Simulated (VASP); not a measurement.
# Ti3O in VASP: further runs

Runs on Ti3O. Level: r2SCAN. Tasks: single point.

All numbers are computed with VASP 6.6.1; they aren't measurements. Logs are shortened: lines on timing, memory, paths and dates and some standing lists are left out, and cuts for length are marked.

**1. The cell of the first run**

The cell holds a slab with vacuum, 4 atoms: a = 2.936 Å, b = 2.936 Å, c = 23.636 Å, α = 90.00°, β = 90.00°, γ = 120.00°.

**2. Single point, r2SCAN**

Contents of POSCAR:

```
Ti3O
1.0
    2.9357969418      0.0000000000      0.0000000000
   -1.4678984709      2.5424747320      0.0000000000
    0.0000000000      0.0000000000     23.6361929089
Ti O
3 1
Direct
    0.3333333333      0.6666666667      0.3596179821
    0.6666666667      0.3333333333      0.4512230235
    0.3333333333      0.6666666667      0.5527570386
    0.3333333333      0.6666666667      0.6198022569
```

Contents of INCAR.step1:

```
PREC     = Accurate       # precision mode
ENCUT    = 520            # plane-wave cutoff, eV
ISMEAR   = 0              # smearing method
SIGMA    = 0.1            # smearing width, eV
LREAL    = False          # projectors in reciprocal space
LASPH    = True           # aspherical terms in the spheres
NELM     = 60             # most SCF steps
LDIPOL   = True         
IDIPOL   = 3            
DIPOL    = 0.5 0.5 0.496
NBANDS   = 29             # bands
GGA      = PE             # functional
ALGO     = Normal         # electronic algorithm
EDIFF    = 1E-4           # SCF threshold, eV
LWAVE    = True           # write WAVECAR
LCHARG   = False          # write CHGCAR
```

Contents of INCAR.step2:

```
PREC     = Accurate       # precision mode
ENCUT    = 520            # plane-wave cutoff, eV
EDIFF    = 1E-6           # SCF threshold, eV
ISMEAR   = 0              # smearing method
SIGMA    = 0.1            # smearing width, eV
LREAL    = False          # projectors in reciprocal space
LASPH    = True           # aspherical terms in the spheres
NELM     = 60             # most SCF steps
ALGO     = Normal         # electronic algorithm
ISIF     = 2              # what is computed and relaxed
LWAVE    = False          # write WAVECAR
LCHARG   = True           # write CHGCAR
LDIPOL   = True         
IDIPOL   = 3            
DIPOL    = 0.5 0.5 0.496
METAGGA  = R2SCAN         # meta-GGA
LMIXTAU  = True         
LELF     = True           # ELF
LVHAR    = True         
LVACPOTAV= True         
NBANDS   = 29             # bands
ISTART   = 1
```

Contents of KPOINTS:

```
regular mesh
0
Gamma
  12 12 1
```

Potentials or basis: VASP PAW PBE potentials, release 64 (Ti_sv, O).

Started as:

```bash
$ cat potpaw_PBE.64/Ti_sv/POTCAR potpaw_PBE.64/O/POTCAR > POTCAR
$ cp INCAR.step1 INCAR
$ mpirun -np 1 vasp_std > vasp.out
$ cp INCAR.step2 INCAR
$ mpirun -np 1 vasp_std > vasp.out
```

OUTCAR:

```text
PREC = Accurate
   ENCUT = 520
   EDIFF = 1E-6
   ISMEAR = 0
   LREAL = False
   LASPH = True
   NELM = 60
   ISIF = 2
   METAGGA = R2SCAN
   ISTART = 1

 ion  position               nearest neighbor table
   1  0.333  0.667  0.360-   2 2.75   2 2.75   2 2.75
   2  0.667  0.333  0.451-   1 2.75   1 2.75   1 2.75
   3  0.333  0.667  0.553-   4 1.58
   4  0.333  0.667  0.620-   3 1.58

  LATTYP: Found a hexagonal cell.
 ALAT       =     2.9357969418
 C/A-ratio  =     8.0510312455

  Lattice vectors:

 A1 = (   2.9357969418,   0.0000000000,   0.0000000000)
 A2 = (  -1.4678984709,   2.5424747320,   0.0000000000)
 A3 = (   0.0000000000,   0.0000000000,  23.6361929089)

Analysis of symmetry for initial positions (statically):
=====================================================================
 Subroutine PRICEL returns:
 Original cell was already a primitive cell.

 Routine SETGRP: Setting up the symmetry group for a
 hexagonal supercell.

 Subroutine GETGRP returns: Found  6 space group operations
 (whereof  6 operations were pure point group operations)
 out of a pool of 24 trial point group operations.

The static configuration has the point symmetry C_3v.

Analysis of symmetry for dynamics (positions and initial velocities):
=====================================================================
 Subroutine PRICEL returns:
 Original cell was already a primitive cell.

 Routine SETGRP: Setting up the symmetry group for a
 hexagonal supercell.

 Subroutine GETGRP returns: Found  6 space group operations
 (whereof  6 operations were pure point group operations)
 out of a pool of 24 trial point group operations.

The dynamic configuration has the point symmetry C_3v.

 Subroutine INISYM returns: Found  6 space group operations
 (whereof  6 operations are pure point group operations),
 and found     1 'primitive' translations

----------------------------------------------------------------------------------------

                                     Primitive cell

  volume of cell :     176.4250

  direct lattice vectors                    reciprocal lattice vectors
[... 82 lines left out ...]
   LASPH  =      T    aspherical Exc in radial PAW
   ENCUT  =  520.0 eV  38.22 Ry    6.18 a.u.   5.46  5.46 43.95*2*pi/ulx,y,z
   NELM   =     60;   NELMIN=  2; NELMDL=  0     # of ELM steps
   EDIFF  = 0.1E-05   stopping-criterion for ELM
   LREAL  =      F    real-space projection
   EDIFFG = 0.1E-04   stopping-criterion for IOM
   NSW    =      0    number of steps for IOM
   IBRION =     -1    ionic relax: 0-MD 1-quasi-New 2-CG
   NFREE  =      0    steps in history (QN), initial steepest desc. (CG)
   ISIF   =      2    stress and relaxation
   ISYM   =      2    0-nonsym 1-usesym 2-fastsym
   POTIM  = 0.5000    time-step for ionic-motion
   TEBEG  =    0.0;   TEEND  =   0.0 temperature during run
   PSTRESS=    0.0 pullay stress
   NELECT =      42.0000    total number of electrons
   NUPDOWN=      -1.0000    fix difference up-down
   EMIN   =  10.00;   EMAX   =-10.00  energy-range for DOS
   EFERMI =   0.00;   METHOD = LEGACY
   ISMEAR =     0;   SIGMA  =   0.10  broadening in eV -4-tet -1-fermi 0-gaus
   EFERMI_NEDOS =   21; number of points for ismear=-14 and -15
   IALGO  =     38    algorithm
   IMIX   =      4    mixing-type and parameters
     AMIX     =   0.40;   BMIX     =  1.00
     AMIX_MAG =   1.60;   BMIX_MAG =  1.00
  volume/ion in A,a.u.               =      44.11       297.64
  Fermi-wavevector in a.u.,A,eV,Ry     =   1.014623  1.917359 14.006640  1.029459
  Thomas-Fermi vector in A             =   2.147861
   LORBIT       =      0    0 simple, 1 ext, 2 COOP (PROOUT), +10 PAW based schemes
   METAGGA = R2SCAN    functional components
   LHFCALC =     F    Hartree Fock is set to
   AEXX    =    0.0000 exact exchange contribution
   IVDW    =     0    specifies the selected vdW correction
   LEPSILON=     F    determine dielectric tensor
   LRPA    =     F    only Hartree local field effects (RPA)
 non-spin polarized calculation
 Gauss-broadening in eV      SIGMA  =   0.10
  energy-cutoff  :      520.00
  volume of cell :      176.43
 maximum number of plane-waves:      4833
 NGX is ok and might be reduce to    24
   NGX = 11   NGY = 11   NGZ = 87

 number of electron      41.9999993 magnetization

 dipolmoment           0.000000      0.000000      0.177494 electrons x Angstroem

 Free energy of the ion-electron system (eV)
  ---------------------------------------------------
  ext. energy  EPLUGINS =         0.00000000
  ---------------------------------------------------
  free energy    TOTEN  =       -45.41780800 eV

  energy without entropy =      -45.39351460  energy(sigma->0) =      -45.40566130

 E-fermi :  -2.1205     XC(G=0):  -4.7521

 val. band max:       -2.1214348800   @ k =   0.2500   0.0833   0.0000
 cond. band min:      -2.1026551541   @ k =   0.1667   0.1667   0.0000
 fundamental gap:      0.0187797259
 Fermi energy:        -2.1205084442

 k-point     1 :       0.0000    0.0000    0.0000
  band No.  band energies     occupation
      1     -61.3843      2.00000
      2     -61.1765      2.00000
      3     -60.3207      2.00000
      4     -36.8358      2.00000
      5     -36.3312      2.00000
      6     -36.2880      2.00000
[... 597 lines left out ...]
     28       0.9644      0.00000
     29       1.9066      0.00000

------------------------ aborting loop because EDIFF is reached ----------------------------------------

  FORCE on cell =-STRESS in cart. coord.  units (eV):
  Direction    XX          YY          ZZ          XY          YZ          ZX
  --------------------------------------------------------------------------------------
  -------------------------------------------------------------------------------------
  Total        3.0968514      3.0968514      1.2514402     -0.0000000      0.0000000      0.0000000
  in kB       28.1235902     28.1235902     11.3647659     -0.0000000      0.0000000      0.0000000
  external PRESSURE =      22.5373154 kB  Pullay stress =       0.0000000 kB

 VOLUME and BASIS-vectors are now :
 -----------------------------------------------------------------------------
  energy-cutoff  :      520.00
  volume of cell :      176.43
      direct lattice vectors                 reciprocal lattice vectors
     2.935796942  0.000000000  0.000000000     0.340623013  0.196658788  0.000000000
    -1.467898471  2.542474732  0.000000000     0.000000000  0.393317577  0.000000000
     0.000000000  0.000000000 23.636192909     0.000000000  0.000000000  0.042307998

 POSITION                                       TOTAL-FORCE (eV/Angst)
 -----------------------------------------------------------------------------------
     -0.00000      1.69498      8.50000         0.000000     -0.000000     -0.032167
      1.46790      0.84749     10.66519         0.000000     -0.000000      0.053664
     -0.00000      1.69498     13.06507        -0.000000      0.000000     -0.819496
     -0.00000      1.69498     14.64977         0.000000      0.000000      0.797998
 -----------------------------------------------------------------------------------
    total drift:                                0.000000     -0.000000     -0.003524

  FREE ENERGIE OF THE ION-ELECTRON SYSTEM (eV)
  ---------------------------------------------------
  free  energy   TOTEN  =       -45.4178079968 eV

  energy  without entropy=      -45.3935146002  energy(sigma->0) =      -45.40566130

 vacuum level on the upper side and lower side of the slab         6.913         2.610
```

Run time: 34 min. Hardware: 1 thread of AMD EPYC 7R13, shared host; peak memory 0.37 GiB.

Results:

* Free energy: -45.4178 eV
* Largest force: 0.819 eV/Å
* Band gap on the k mesh: zero (bands 21 and 22 overlap by 0.87 eV)

Forces in eV/Å, atoms in the order of the input:
```
Ti   0.000  0.000 -0.032
Ti   0.000  0.000  0.054
Ti   0.000  0.000 -0.819
O    0.000  0.000  0.798
```

Levels at points of the mesh, in eV from the Fermi level:
```tsv
k point	band 17	band 18	band 19	band 20	band 21	band 22	band 23	band 24	band 25	band 26
(0.00, 0.00, 0.00)	-2.33	-1.34	-1.34	-0.05	0.81	0.81	0.93	0.93	1.06	1.61
(0.50, 0.00, 0.00)	-2.13	-1.84	-1.72	-0.95	-0.36	0.44	1.05	1.38	1.95	2.90
```

Caveat: the PAW data sets were made with another functional, which shifts forces and pressure a little.

**3. Single point, r2SCAN**

Contents of POSCAR:

```
Ti3O
1.0
    2.9357969418      0.0000000000      0.0000000000
   -1.4678984709      2.5424747320      0.0000000000
    0.0000000000      0.0000000000     23.6361929089
Ti O
3 1
Direct
    0.3333333333      0.6666666667      0.3596179821
    0.6666666667      0.3333333333      0.4518055805
    0.3333333333      0.6666666667      0.5580926988
    0.0000000000      0.0000000000      0.5937370826
```

Contents of INCAR.step1:

```
SYSTEM = Ti3O
  ALGO = Normal
  DIPOL = 0.5 0.5 0.491
  EDIFF = 1E-4
  ENCUT = 520
  GGA = PE
  IDIPOL = 3
  ISMEAR = 0
  LASPH = .TRUE.
  LCHARG = .FALSE.
  LDIPOL = .TRUE.
  LREAL = .FALSE.
  LWAVE = .TRUE.
  NBANDS = 29
  NELM = 60
  PREC = Accurate
  SIGMA = 0.1
```

Contents of INCAR.step2:

```
SYSTEM = Ti3O
  ALGO = Normal
  DIPOL = 0.5 0.5 0.491
  EDIFF = 1E-7
  ENCUT = 520
  IDIPOL = 3
  ISIF = 2
  ISMEAR = 0
  ISTART = 1
  LASPH = .TRUE.
  LCHARG = .TRUE.
  LDIPOL = .TRUE.
  LELF = .TRUE.
  LMIXTAU = .TRUE.
  LREAL = .FALSE.
  LVACPOTAV = .TRUE.
  LVHAR = .TRUE.
  LWAVE = .FALSE.
  METAGGA = R2SCAN
  NBANDS = 29
  NELM = 60
  PREC = Accurate
  SIGMA = 0.1
```

Contents of KPOINTS:

```
k-points
0
G
  12 12 1
  0 0 0
```

Potentials or basis: VASP PAW PBE potentials, release 64 (Ti_sv, O).

Started as:

```bash
$ cat potpaw_PBE.64/Ti_sv/POTCAR potpaw_PBE.64/O/POTCAR > POTCAR
$ cp INCAR.step1 INCAR
$ mpirun -np 1 vasp_std > vasp.out
$ cp INCAR.step2 INCAR
$ mpirun -np 1 vasp_std > vasp.out
```

OUTCAR:

```text
SYSTEM = Ti3O
   EDIFF = 1E-7
   ENCUT = 520
   ISIF = 2
   ISMEAR = 0
   ISTART = 1
   LASPH = .TRUE.
   LREAL = .FALSE.
   METAGGA = R2SCAN
   NELM = 60
   PREC = Accurate

 ion  position               nearest neighbor table
   1  0.333  0.667  0.360-   2 2.76   2 2.76   2 2.76
   2  0.667  0.333  0.452-   1 2.76   1 2.76   1 2.76
   3  0.333  0.667  0.558-   4 1.89   4 1.89   4 1.89
   4  0.000  0.000  0.594-   3 1.89   3 1.89   3 1.89

  LATTYP: Found a hexagonal cell.
 ALAT       =     2.9357969418
 C/A-ratio  =     8.0510312455

  Lattice vectors:

 A1 = (   2.9357969418,   0.0000000000,   0.0000000000)
 A2 = (  -1.4678984709,   2.5424747320,   0.0000000000)
 A3 = (   0.0000000000,   0.0000000000,  23.6361929089)

Analysis of symmetry for initial positions (statically):
=====================================================================
 Subroutine PRICEL returns:
 Original cell was already a primitive cell.

 Routine SETGRP: Setting up the symmetry group for a
 hexagonal supercell.

[... 166 lines left out ...]

  energy without entropy =      -48.59892875  energy(sigma->0) =      -48.60675830

 E-fermi :  -0.4453     XC(G=0):  -4.6535

 val. band max:       -0.5010917566   @ k =   0.2500   0.0000   0.0000
 cond. band min:      -0.4300344461   @ k =   0.0833  -0.0000   0.0000
 fundamental gap:      0.0710573105
 Fermi energy:        -0.4453441726

 k-point     1 :       0.0000    0.0000    0.0000
  band No.  band energies     occupation
      1     -60.2856      2.00000
      2     -59.6994      2.00000
      3     -59.4043      2.00000
      4     -35.5309      2.00000
      5     -35.2747      2.00000
      6     -35.2747      2.00000
[... 597 lines left out ...]
     28       2.4514      0.00000
     29       2.4715      0.00000

------------------------ aborting loop because EDIFF is reached ----------------------------------------

  FORCE on cell =-STRESS in cart. coord.  units (eV):
  Direction    XX          YY          ZZ          XY          YZ          ZX
  --------------------------------------------------------------------------------------
  -------------------------------------------------------------------------------------
  Total        2.4333318      2.4333318      0.1692520      0.0000000     -0.0000000      0.0000000
  in kB       22.0979367     22.0979367      1.5370367      0.0000000     -0.0000000      0.0000000
  external PRESSURE =      15.2443033 kB  Pullay stress =       0.0000000 kB

 VOLUME and BASIS-vectors are now :
 -----------------------------------------------------------------------------
  energy-cutoff  :      520.00
  volume of cell :      176.43
      direct lattice vectors                 reciprocal lattice vectors
     2.935796942  0.000000000  0.000000000     0.340623013  0.196658788  0.000000000
    -1.467898471  2.542474732  0.000000000     0.000000000  0.393317577  0.000000000
     0.000000000  0.000000000 23.636192909     0.000000000  0.000000000  0.042307998

 POSITION                                       TOTAL-FORCE (eV/Angst)
 -----------------------------------------------------------------------------------
     -0.00000      1.69498      8.50000        -0.000000      0.000000     -0.038321
      1.46790      0.84749     10.67896         0.000000      0.000000      0.027468
     -0.00000      1.69498     13.19119         0.000000     -0.000000     -0.130616
      0.00000      0.00000     14.03368         0.000000     -0.000000      0.141469
 -----------------------------------------------------------------------------------
    total drift:                                0.000000     -0.000000      0.006555

  FREE ENERGIE OF THE ION-ELECTRON SYSTEM (eV)
  ---------------------------------------------------
  free  energy   TOTEN  =       -48.6145878402 eV

  energy  without entropy=      -48.5989287508  energy(sigma->0) =      -48.60675830

 vacuum level on the upper side and lower side of the slab         4.489         4.149
```

Wall time 44 min (1 thread of AMD EPYC 7R13, shared host); peak memory 0.37 GiB.

Results:

```yaml
Free_energy: -48.6146 eV
Largest_force: 0.141 eV/Å
Band_gap_on_the_k_mesh: zero (bands 21 and 22 overlap by 1.16 eV)
```

Forces on the atoms (eV/Å):
```
Ti   0.000  0.000 -0.038
Ti   0.000  0.000  0.027
Ti   0.000  0.000 -0.131
O    0.000  0.000  0.141
```

Levels at points of the mesh, in eV from the Fermi level:
```tsv
k point	band 17	band 18	band 19	band 20	band 21	band 22	band 23	band 24	band 25	band 26
(0.00, 0.00, 0.00)	-5.57	-3.69	-1.17	0.05	0.83	0.83	1.03	1.03	1.08	1.67
(0.50, 0.00, 0.00)	-2.37	-2.29	-1.44	-0.95	-0.12	0.68	1.10	1.20	1.44	2.48
```

Caveat: the PAW data sets were made with another functional, which shifts forces and pressure a little.

**4. Single point, r2SCAN**

Contents of POSCAR:

```
Ti3O
1.0
    2.9357969418      0.0000000000      0.0000000000
   -1.4678984709      2.5424747320      0.0000000000
    0.0000000000      0.0000000000     23.6361929089
Ti O
3 1
Direct
    0.3333333333      0.6666666667      0.3596179821
    0.6659135792      0.3318271585      0.4517872377
    0.3296605415      0.6593210831      0.5578540321
   -0.0039428124     -0.0078856248      0.5935091614
```

Contents of INCAR.step1:

```
PREC = Accurate
ENCUT = 520
ISMEAR = 0
SIGMA = 0.1
LREAL = F
LASPH = T
NELM = 60
LDIPOL = T
IDIPOL = 3
DIPOL = 0.5 0.5 0.491
NBANDS = 29
GGA = PE
ALGO = Normal
EDIFF = 1E-4
LWAVE = T
LCHARG = F
```

Contents of INCAR.step2:

```
PREC = Accurate
ENCUT = 520
EDIFF = 1E-6
ISMEAR = 0
SIGMA = 0.1
LREAL = F
LASPH = T
NELM = 60
ALGO = Normal
ISIF = 2
LWAVE = F
LCHARG = F
LDIPOL = T
IDIPOL = 3
DIPOL = 0.5 0.5 0.491
METAGGA = R2SCAN
LMIXTAU = T
NBANDS = 29
ISTART = 1
```

Contents of KPOINTS:

```
Automatic mesh
0
Gamma
  12 12 1
```

Started as:

```bash
$ cat potpaw_PBE.64/Ti_sv/POTCAR potpaw_PBE.64/O/POTCAR > POTCAR
$ cp INCAR.step1 INCAR
$ mpirun -np 1 vasp_std > vasp.out
$ cp INCAR.step2 INCAR
$ mpirun -np 1 vasp_std > vasp.out
```

It took 44 min on 1 thread of AMD EPYC 7R13, shared host; peak memory 0.44 GiB.

The run converged. Its results:

| Item | Value |
| --- | --- |
| Free energy | -48.6144 eV |
| Largest force | 0.143 eV/Å |
| Band gap on the k mesh | zero (bands 21 and 22 overlap by 1.16 eV) |

Forces in eV/Å, atoms in the order of the input:
```
Ti   0.000 -0.006 -0.041
Ti   0.000  0.000  0.006
Ti   0.000 -0.007 -0.108
O    0.000  0.013  0.142
```

Levels at points of the mesh, in eV from the Fermi level:
| k point | band 17 | band 18 | band 19 | band 20 | band 21 | band 22 | band 23 | band 24 | band 25 | band 26 |
| --- | --- | --- | --- | --- | --- | --- | --- | --- | --- | --- |
| (0.00, 0.00, 0.00) | -5.57 | -3.69 | -1.16 | 0.05 | 0.83 | 0.83 | 1.03 | 1.03 | 1.08 | 1.67 |
| (0.50, 0.00, 0.00) | -2.37 | -2.29 | -1.44 | -0.95 | -0.13 | 0.68 | 1.10 | 1.20 | 1.45 | 2.49 |
| (0.00, 0.50, 0.00) | -2.37 | -2.29 | -1.44 | -0.96 | -0.11 | 0.68 | 1.10 | 1.21 | 1.45 | 2.48 |

Caveat: the PAW data sets were made with another functional, which shifts forces and pressure a little.

**5. Overview**

| cell | gap on the mesh (eV) | largest force (eV/Å) |
| --- | --- | --- |
| as given, atomic positions A | none | 0.82 |
| as given, atomic positions B | none | 0.14 |
| as given, atomic positions C | none | 0.14 |

Alike in all rows: task single point; level r2SCAN; potentials or basis VASP PAW PBE potentials, release 64 (Ti_sv, O); no spin polarisation; k mesh 12 × 12 × 1; cutoff (eV) 520; smearing gaussian 0.1 eV.

Caveats: the PAW data sets were made with another functional, which shifts forces and pressure a little.

Total energies depend on the potentials used, so only differences within one code and one set of settings carry meaning.

The gap in the log of VASP goes by the Fermi energy; the results here count the filled bands.